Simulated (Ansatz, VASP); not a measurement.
**LaCd3Co2: VASP beside Ansatz**

```
Co La Cd
1.0
     2.82183    4.88755    0.00000
    -2.82183    4.88755    0.00000
     0.00000    0.00000    4.26054
Co La Cd
2 1 3
Direct
  0.33333 0.33333 0.00000
  0.66667 0.66667 0.00000
  0.00000 0.00000 0.00000
  0.50000 0.50000 0.50000
  0.50000 0.00000 0.50000
  0.00000 0.50000 0.50000
```

Alike in both runs: functional r2SCAN; k mesh 4 × 4 × 4; no spin polarisation.

Ansatz relaxed the structure, and its values are those at the end. VASP's run is a single point on that final structure, the one shown.

|  | VASP | Ansatz |
| --- | --- | --- |
| version | VASP 6.6.1 | Ansatz 0.2.0 |
| potentials or method | VASP PAW PBE potentials, release 64 (Co, La, Cd), cutoff 520 eV | PAW plane waves |
| occupations | fermi-dirac, width 0.1 eV | fermi-dirac |
| valence electrons in the cell | 65 | 105 |

```tsv
	VASP	Ansatz	Ansatz less VASP
gap on the k mesh at the Fermi level (eV)	none	none	-
pressure (GPa)	0.7	0.0	-0.66
```

VASP's potentials were made for PBE, not for r2SCAN. A gap of «none» marks a metal or a gap that the smearing closes. VASP's potentials hold 65 valence electrons a cell and Ansatz's 105, so a difference there can come from the potentials and not from the codes. Ansatz's warnings: structure snapped to symmetry.

The k mesh is coarse, so the values compare programs but aren't converged. Spin-orbit coupling is off throughout.
